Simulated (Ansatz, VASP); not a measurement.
**Two plane-wave programs on TiAl**

INCAR

```
PREC = Accurate
ENCUT = 600
EDIFF = 1E-6
ISMEAR = 0
SIGMA = 0.1
LREAL = F
LASPH = T
NELM = 60
ALGO = Fast
ISIF = 3
LWAVE = F
LCHARG = F
GGA = PE
IBRION = 2
NSW = 90
EDIFFG = -0.04
```

The input KPOINTS:

```
regular mesh
0
Gamma
  6 6 4
```

Contents of POSCAR:

```
TiAl
1.0
    2.4728453500      0.0000000000      0.0000000000
   -1.2364226700      2.1415468900      0.0000000000
    0.0000000000      0.0000000000      5.4717058500
Ti Al
1 1
Direct
    0.0000000000      0.0000000000      0.0000000000
    0.0000000000      0.0000000000      0.5000000000
```

Input for Ansatz:

```yaml
crystal:
  lattice:
    - [2.47284535, 0.0, 0.0]
    - [-1.23642267, 2.14154689, 0.0]
    - [0.0, 0.0, 5.47170585]
  atoms:
    - { symbol: Ti, position: [0.0, 0.0, 0.0] }
    - { symbol: Al, position: [0.0, 0.0, 0.5] }
basis:
  ecutwfc: 420
kpoints:
  mp_grid: { grid: [6, 6, 4] }
hamiltonian:
  xc: pbe
scf:
  occupations: { method: gaussian, width: 0.1 }
  lower_state_search: "off"
output:
  forces: true
  stress: true
  eigenvalues: true
relax:
  adjacent_minimum: "off"
  f_tol: 0.04
  max_steps: 70
  cell: { stress_tol: 0.4 }
```

Alike in both runs: task relaxation of cell and atoms; functional PBE; k mesh 6 × 6 × 4; occupations gaussian, width 0.1 eV; no spin polarisation.

|  | VASP | Ansatz |
| --- | --- | --- |
| version | VASP 6.6.1 | Ansatz 0.2.0 |
| potentials or method | VASP PAW PBE potentials, release 64 (Ti_sv, Al), cutoff 600 eV | scalar-relativistic, plane waves, PAW |
| valence electrons in the cell | 15 | 15 |

```tsv
	VASP	Ansatz	Ansatz less VASP
gap on the k mesh at the Fermi level, each at its own relaxed structure (eV)	none	none	-
relaxed volume (Å³/atom)	18.27	18.26	-0.006
relaxed cell length with the largest relative difference (Å)	2.809	2.808	-0.0006
```

A gap of «none» marks a metal or a gap that the smearing closes.

The k mesh is coarse, so the values compare programs but aren't converged. Noted on VASP's run: the volume moved by over 15 % at a fixed basis, so the end points are rough.
